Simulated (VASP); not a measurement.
# Pb (Pm-3m) in VASP: further runs

Aim: see how the results for Pb move with the level of theory and the settings. Levels: r2SCAN0, r2SCAN. Tasks: single point.

Program: VASP 6.6.1. These are calculated values, not measurements. Logs are shortened: lines on timing, memory, paths and dates and some standing lists are left out, and cuts for length are marked.

### 1 The cell of the first run

The structure is cubic, space group Pm-3m (No. 221). The conventional cell has a = 3.211 Å, b = 3.211 Å, c = 3.211 Å, α = 90.00°, β = 90.00°, γ = 90.00°. Pb (site symmetry m-3m) has 6 Pb at 3.21 Å within 4.2 Å.

### 2 Single point, r2SCAN0

The input, POSCAR:

```
Pb
1.0
    3.2108957402      0.0000000000      0.0000000000
    0.0000000000      3.2108957402      0.0000000000
    0.0000000000      0.0000000000      3.2108957402
Pb
1
Direct
    0.0000000000      0.0000000000      0.0000000000
```

The input, INCAR.step1:

```
SYSTEM = Pb
ALGO = Normal
EDIFF = 1E-5
ENCUT = 520
GGA = PE
ISIF = 2
ISMEAR = -1
LASPH = .True.
LREAL = .False.
LWAVE = .True.
NBANDS = 13
NELM = 100
PREC = Accurate
SIGMA = 0.1
```

The input, INCAR.step2:

```
SYSTEM = Pb
AEXX = 0.25
ALGO = Normal
EDIFF = 1E-6
ENCUT = 520
ISIF = 2
ISMEAR = -1
ISTART = 1
LASPH = .True.
LCHARG = .True.
LELF = .True.
LHFCALC = .True.
LMIXTAU = .True.
LREAL = .False.
LVHAR = .True.
LWAVE = .False.
METAGGA = R2SCAN
NBANDS = 13
NELM = 100
PREC = Accurate
PRECFOCK = Normal
SIGMA = 0.1
```

The input, KPOINTS:

```
k-points
0
Gamma
  5 5 5
  0 0 0
```

Potentials or basis: VASP PAW PBE potentials, release 64 (Pb_d).

Run with:

```bash
cat potpaw_PBE.64/Pb_d/POTCAR > POTCAR
cp INCAR.step1 INCAR
mpirun -np 1 vasp_std > vasp.out
cp INCAR.step2 INCAR
mpirun -np 1 vasp_std > vasp.out
```

OUTCAR:

```text
SYSTEM = Pb
   AEXX = 0.25
   EDIFF = 1E-6
   ENCUT = 520
   ISIF = 2
   ISMEAR = -1
   ISTART = 1
   LASPH = .True.
   LHFCALC = .True.
   LREAL = .False.
   METAGGA = R2SCAN
   NELM = 100
   PREC = Accurate
   PRECFOCK = Normal

 ion  position               nearest neighbor table
   1  0.000  0.000  0.000-

  LATTYP: Found a simple cubic cell.
 ALAT       =     3.2108957402

  Lattice vectors:

 A1 = (   3.2108957402,   0.0000000000,   0.0000000000)
 A2 = (   0.0000000000,   3.2108957402,   0.0000000000)
 A3 = (   0.0000000000,   0.0000000000,   3.2108957402)

Analysis of symmetry for initial positions (statically):
=====================================================================
 Subroutine PRICEL returns:
 Original cell was already a primitive cell.

 Routine SETGRP: Setting up the symmetry group for a
 simple cubic supercell.

 Subroutine GETGRP returns: Found 48 space group operations
 (whereof 48 operations were pure point group operations)
 out of a pool of 48 trial point group operations.

The static configuration has the point symmetry O_h .

Analysis of symmetry for dynamics (positions and initial velocities):
=====================================================================
 Subroutine PRICEL returns:
 Original cell was already a primitive cell.

 Routine SETGRP: Setting up the symmetry group for a
 simple cubic supercell.

 Subroutine GETGRP returns: Found 48 space group operations
 (whereof 48 operations were pure point group operations)
 out of a pool of 48 trial point group operations.

The dynamic configuration has the point symmetry O_h .

 Subroutine INISYM returns: Found 48 space group operations
 (whereof 48 operations are pure point group operations),
 and found     1 'primitive' translations

----------------------------------------------------------------------------------------

                                     Primitive cell

  volume of cell :      33.1039

  direct lattice vectors                    reciprocal lattice vectors
     3.210895740  0.000000000  0.000000000     0.311439574  0.000000000  0.000000000
     0.000000000  3.210895740  0.000000000     0.000000000  0.311439574  0.000000000
     0.000000000  0.000000000  3.210895740     0.000000000  0.000000000  0.311439574

  length of vectors
     3.210895740  3.210895740  3.210895740     0.311439574  0.311439574  0.311439574

  position of ions in fractional coordinates (direct lattice)
     0.000000000  0.000000000  0.000000000

  ion indices of the primitive-cell ions
   primitive index   ion index
                 1           1

----------------------------------------------------------------------------------------

 KPOINTS: k-points

Automatic generation of k-mesh.
 Grid dimensions read from file:
 generate k-points for:    5    5    5

 Generating k-lattice:

  Cartesian coordinates                     Fractional coordinates (reciprocal lattice)
     0.062287915  0.000000000  0.000000000     0.200000000  0.000000000  0.000000000
     0.000000000  0.062287915  0.000000000     0.000000000  0.200000000  0.000000000
     0.000000000  0.000000000  0.062287915     0.000000000  0.000000000  0.200000000

  Length of vectors
     0.062287915  0.062287915  0.062287915

  Shift w.r.t. Gamma in fractional coordinates (k-lattice)
     0.000000000  0.000000000  0.000000000

 Subroutine IBZKPT returns following result:
 ===========================================

 Found     10 irreducible k-points:

 Following reciprocal coordinates:
            Coordinates               Weight
  0.000000  0.000000  0.000000      1.000000
  0.200000  0.000000  0.000000      6.000000
  0.400000  0.000000  0.000000      6.000000
  0.200000  0.200000  0.000000     12.000000
  0.400000  0.200000  0.000000     24.000000
  0.400000  0.400000  0.000000     12.000000
  0.200000  0.200000  0.200000      8.000000
  0.400000  0.200000  0.200000     24.000000
  0.400000  0.400000  0.200000     24.000000
  0.400000  0.400000  0.400000      8.000000
   k-points           NKPTS =     10   k-points in BZ     NKDIM =    125   number of bands    NBANDS=     13
   number of dos      NEDOS =    301   number of ions     NIONS =      1
   total plane-waves  NPLWV =  13824
   dimension x,y,z NGX =    24 NGY =   24 NGZ =   24
   dimension x,y,z NGXF=    48 NGYF=   48 NGZF=   48
   ions per type =               1
   NGX,Y,Z   is equivalent  to a cutoff of  12.43, 12.43, 12.43 a.u.
   NGXF,Y,Z  is equivalent  to a cutoff of  24.85, 24.85, 24.85 a.u.
 SYSTEM =  Pb
   PREC   = accura    normal or accurate (medium, high low for compatibility)
   ISTART =      1    job   : 0-new  1-cont  2-samecut
   ICHARG =      0    charge: 1-file 2-atom 10-const
   ISPIN  =      1    spin polarized calculation?
   LNONCOLLINEAR =      F non collinear calculations
   LSORBIT =      F    spin-orbit coupling
   LASPH  =      T    aspherical Exc in radial PAW
   ENCUT  =  520.0 eV  38.22 Ry    6.18 a.u.   5.97  5.97  5.97*2*pi/ulx,y,z
   NELM   =    100;   NELMIN=  2; NELMDL=  0     # of ELM steps
   EDIFF  = 0.1E-05   stopping-criterion for ELM
   LREAL  =      F    real-space projection
   EDIFFG = 0.1E-04   stopping-criterion for IOM
   NSW    =      0    number of steps for IOM
   IBRION =     -1    ionic relax: 0-MD 1-quasi-New 2-CG
   NFREE  =      0    steps in history (QN), initial steepest desc. (CG)
   ISIF   =      2    stress and relaxation
   ISYM   =      3    0-nonsym 1-usesym 2-fastsym
   POTIM  = 0.5000    time-step for ionic-motion
   TEBEG  =    0.0;   TEEND  =   0.0 temperature during run
   PSTRESS=    0.0 pullay stress
   NELECT =      14.0000    total number of electrons
   NUPDOWN=      -1.0000    fix difference up-down
   EMIN   =  10.00;   EMAX   =-10.00  energy-range for DOS
   EFERMI =   0.00;   METHOD = LEGACY
   ISMEAR =    -1;   SIGMA  =   0.10  broadening in eV -4-tet -1-fermi 0-gaus
   EFERMI_NEDOS =   21; number of points for ismear=-14 and -15
   IALGO  =     38    algorithm
   IMIX   =      1    mixing-type and parameters
     AMIX     =   0.40;   BMIX     =  1.00
     AMIX_MAG =   1.60;   BMIX_MAG =  1.00
  volume/ion in A,a.u.               =      33.10       223.40
  Fermi-wavevector in a.u.,A,eV,Ry     =   1.228829  2.322149 20.545065  1.510020
  Thomas-Fermi vector in A             =   2.363739
   LORBIT       =      0    0 simple, 1 ext, 2 COOP (PROOUT), +10 PAW based schemes
   METAGGA = R2SCAN    functional components
   LHFCALC =     T    Hartree Fock is set to
   PRECFOCK=normal    Normal, Fast or Accurate (Low or Medium for compatibility)
   ENCUT4O =  -1.0   cutoff for four orbital integrals eV
   NKREDX  =     1    reduce k-point grid by
   NKREDY  =     1    reduce k-point grid by
   NKREDZ  =     1    reduce k-point grid by
   AEXX    =    0.2500 exact exchange contribution
   HFSCREEN=    0.0000 screening length (either q_TF or 0.3 A-1)
   HFSCREENC=   0.0000 screening length for correlation (either q_TF or 0.3 A-1)
   ENCUTFOCK=  -1.0 apply spherical cutoff to Coloumb kernel
   IVDW    =     0    specifies the selected vdW correction
   LEPSILON=     F    determine dielectric tensor
   LRPA    =     F    only Hartree local field effects (RPA)
 non-spin polarized calculation
  energy-cutoff  :      520.00
  volume of cell :       33.10
 maximum number of plane-waves:       904
 NGX is ok and might be reduce to    24
  NGX = 18; NGY = 18; NGZ = 18

 number of electron      14.0000011 magnetization

 Free energy of the ion-electron system (eV)
  ---------------------------------------------------
  ext. energy  EPLUGINS =         0.00000000
  ---------------------------------------------------
  free energy    TOTEN  =       -44.53380599 eV

  energy without entropy =      -44.52678317  energy(sigma->0) =      -44.53029458

 E-fermi :   5.1317     XC(G=0):  -8.1133

 val. band max:        4.8116500471   @ k =   0.4000   0.4000   0.2000
 cond. band min:       6.6337047140   @ k =   0.4000   0.4000   0.4000
 fundamental gap:      1.8220546669
 Fermi energy:         5.1316858937

 k-point     1 :       0.0000    0.0000    0.0000
  band No.  band energies     occupation
      1     -14.0775      2.00000
      2     -14.0775      2.00000
      3     -13.3981      2.00000
      4     -13.3981      2.00000
      5     -13.3981      2.00000
      6      -7.4914      2.00000
      7      12.1044      0.00000
      8      12.1044      0.00000
      9      12.1044      0.00000
     10      15.4385      0.00000
     11      16.6687      0.00000
     12      16.6687      0.00000
     13      26.2552      0.00000

 k-point     2 :       0.2000    0.0000    0.0000
  band No.  band energies     occupation
      1     -14.0646      2.00000
      2     -13.9059      2.00000
      3     -13.4622      2.00000
      4     -13.4622      2.00000
      5     -13.3929      2.00000
      6      -6.8306      2.00000
      7       7.3527      0.00000
      8      12.8032      0.00000
      9      12.8032      0.00000
     10      16.2871      0.00000
     11      17.0371      0.00000
     12      21.6241      0.00000
     13      23.5872      0.00000

 k-point     3 :       0.4000    0.0000    0.0000
  band No.  band energies     occupation
      1     -14.0438      2.00000
      2     -13.6365      2.00000
      3     -13.5648      2.00000
      4     -13.5648      2.00000
      5     -13.3842      2.00000
      6      -5.0739      2.00000
      7       1.7791      2.00000
      8      14.3319      0.00000
      9      14.3319      0.00000
     10      17.6179      0.00000
     11      18.1290      0.00000
     12      20.6045      0.00000
     13      20.6677      0.00000
[... 81 lines left out ...]
 k-point     9 :       0.4000    0.4000    0.2000
  band No.  band energies     occupation
      1     -13.7818      2.00000
      2     -13.6336      2.00000
      3     -13.6281      2.00000
      4     -13.6182      2.00000
      5     -13.2781      2.00000
      6      -2.0923      2.00000
      7       4.5328      1.99500
      8       4.8117      1.92170
      9      11.8456      0.00000
     10      12.2156      0.00000
     11      17.3003      0.00000
     12      17.6885      0.00000
     13      20.8123      0.00000

 k-point    10 :       0.4000    0.4000    0.4000
  band No.  band energies     occupation
      1     -13.7652      2.00000
      2     -13.7598      2.00000
      3     -13.7598      2.00000
      4     -13.2679      2.00000
      5     -13.2679      2.00000
      6      -0.3141      2.00000
      7       6.6337      0.00000
      8       6.6337      0.00000
      9       7.1833      0.00000
     10      12.9985      0.00000
     11      14.3184      0.00000
     12      14.3184      0.00000
     13      17.1541      0.00000

------------------------ aborting loop because EDIFF is reached ----------------------------------------

  FORCE on cell =-STRESS in cart. coord.  units (eV):
  Direction    XX          YY          ZZ          XY          YZ          ZX
  --------------------------------------------------------------------------------------
  -------------------------------------------------------------------------------------
  Total       -0.2719872     -0.2719872     -0.2719872      0.0000000      0.0000000      0.0000000
  in kB      -13.1637755    -13.1637755    -13.1637755      0.0000000      0.0000000      0.0000000
  external PRESSURE =     -13.1637755 kB  Pullay stress =       0.0000000 kB

 VOLUME and BASIS-vectors are now :
 -----------------------------------------------------------------------------
  energy-cutoff  :      520.00
  volume of cell :       33.10
      direct lattice vectors                 reciprocal lattice vectors
     3.210895740  0.000000000  0.000000000     0.311439574  0.000000000  0.000000000
     0.000000000  3.210895740  0.000000000     0.000000000  0.311439574  0.000000000
     0.000000000  0.000000000  3.210895740     0.000000000  0.000000000  0.311439574

 POSITION                                       TOTAL-FORCE (eV/Angst)
 -----------------------------------------------------------------------------------
      0.00000      0.00000      0.00000         0.000000      0.000000      0.000000
 -----------------------------------------------------------------------------------
    total drift:                                0.000000      0.000000     -0.000000

  FREE ENERGIE OF THE ION-ELECTRON SYSTEM (eV)
  ---------------------------------------------------
  free  energy   TOTEN  =       -44.5338059854 eV

  energy  without entropy=      -44.5267831655  energy(sigma->0) =      -44.53029458
```

Wall time 4 min (1 thread of Intel Xeon Platinum 8375C at 2.90GHz (Ice Lake), shared host); peak memory 0.15 GiB.

Results:

```
Free energy            : -44.5338 eV
Pressure               : -1.3 GPa
Band gap on the k mesh : zero (band 7 reaches 12.10 eV, above the bottom of band 8 at 4.08 eV)
```

Caveat: the k points lie up to 0.39 Å⁻¹ apart; the PAW data sets were made with another functional, which shifts forces and pressure a little; spin-orbit coupling is left out, which moves the levels of the heavy elements.

### 3 Single point, r2SCAN (volume scaled by 0.88)

The input, POSCAR:

```
Pb
1.0
    3.0769499276      0.0000000000      0.0000000000
    0.0000000000      3.0769499276      0.0000000000
    0.0000000000      0.0000000000      3.0769499276
Pb
1
Direct
    0.0000000000      0.0000000000      0.0000000000
```

The input, INCAR.step1:

```
PREC = Accurate
ENCUT = 520
ISMEAR = -1
SIGMA = 0.1
LREAL = F
LASPH = T
NELM = 60
NBANDS = 13
GGA = PE
ALGO = Normal
EDIFF = 1E-4
LWAVE = T
LCHARG = F
```

The input, INCAR.step2:

```
PREC = Accurate
ENCUT = 520
EDIFF = 1E-6
ISMEAR = -1
SIGMA = 0.1
LREAL = F
LASPH = T
NELM = 60
ALGO = Normal
ISIF = 2
LWAVE = F
LCHARG = F
METAGGA = R2SCAN
LMIXTAU = T
NBANDS = 13
ISTART = 1
```

The input, KPOINTS:

```
Automatic mesh
0
Gamma
  11 11 11
```

Potentials or basis: VASP PAW PBE potentials, release 64 (Pb_d).

Run with:

```bash
cat potpaw_PBE.64/Pb_d/POTCAR > POTCAR
cp INCAR.step1 INCAR
mpirun -np 1 vasp_std > vasp.out
cp INCAR.step2 INCAR
mpirun -np 1 vasp_std > vasp.out
```

OUTCAR:

```text
PREC = Accurate
   ENCUT = 520
   EDIFF = 1E-6
   ISMEAR = -1
   LREAL = F
   LASPH = T
   NELM = 60
   ISIF = 2
   METAGGA = R2SCAN
   ISTART = 1

 ion  position               nearest neighbor table
   1  0.000  0.000  0.000-

  LATTYP: Found a simple cubic cell.
 ALAT       =     3.0769499276

  Lattice vectors:

 A1 = (   3.0769499276,   0.0000000000,   0.0000000000)
 A2 = (   0.0000000000,   3.0769499276,   0.0000000000)
 A3 = (   0.0000000000,   0.0000000000,   3.0769499276)
[... 561 lines left out ...]
     12      22.4701      0.00000
     13      22.6781      0.00000

 [... further k-points ...]

------------------------ aborting loop because EDIFF is reached ----------------------------------------

  FORCE on cell =-STRESS in cart. coord.  units (eV):
  Direction    XX          YY          ZZ          XY          YZ          ZX
  --------------------------------------------------------------------------------------
  -------------------------------------------------------------------------------------
  Total        1.3608079      1.3608079      1.3608079      0.0000000      0.0000000     -0.0000000
  in kB       74.8421268     74.8421268     74.8421268      0.0000000      0.0000000     -0.0000000
  external PRESSURE =      74.8421268 kB  Pullay stress =       0.0000000 kB

 VOLUME and BASIS-vectors are now :
 -----------------------------------------------------------------------------
  energy-cutoff  :      520.00
  volume of cell :       29.13
      direct lattice vectors                 reciprocal lattice vectors
     3.076949928  0.000000000  0.000000000     0.324997164  0.000000000  0.000000000
     0.000000000  3.076949928  0.000000000     0.000000000  0.324997164  0.000000000
     0.000000000  0.000000000  3.076949928     0.000000000  0.000000000  0.324997164

 POSITION                                       TOTAL-FORCE (eV/Angst)
 -----------------------------------------------------------------------------------
      0.00000      0.00000      0.00000         0.000000      0.000000      0.000000
 -----------------------------------------------------------------------------------
    total drift:                                0.000000     -0.000000     -0.000000

  FREE ENERGIE OF THE ION-ELECTRON SYSTEM (eV)
  ---------------------------------------------------
  free  energy   TOTEN  =       -56.0677359378 eV

  energy  without entropy=      -56.0488703356  energy(sigma->0) =      -56.05830314
```

OUTCAR.step1:

```text
PREC = Accurate
   ENCUT = 520
   ISMEAR = -1
   LREAL = F
   LASPH = T
   NELM = 60
[... 598 lines left out ...]

 POSITION                                       TOTAL-FORCE (eV/Angst)
 -----------------------------------------------------------------------------------
      0.00000      0.00000      0.00000         0.000000      0.000000      0.000000
 -----------------------------------------------------------------------------------
    total drift:                                0.000000     -0.000000     -0.000000

  FREE ENERGIE OF THE ION-ELECTRON SYSTEM (eV)
  ---------------------------------------------------
  free  energy   TOTEN  =        -3.2520524384 eV

  energy  without entropy=       -3.2324138231  energy(sigma->0) =       -3.24223313
```

Wall time 1.7 min (1 thread of AMD EPYC 7R43 (Zen 3), shared host); peak memory 0.11 GiB.

Results:

```yaml
Free_energy: -56.0677 eV
Pressure: 7.5 GPa
Band_gap_on_the_k_mesh: zero (band 7 reaches 13.16 eV, above the bottom of band 8 at 5.34 eV)
```

Levels at points of the mesh, in eV from the Fermi level:
```
           k point  band 5  band 6  band 7  band 8  band 9  band 10
(0.00, 0.00, 0.00)  -17.17  -12.67    5.80    5.80    5.80     9.76
```

Caveat: the PAW data sets were made with another functional, which shifts forces and pressure a little; spin-orbit coupling is left out, which moves the levels of the heavy elements.
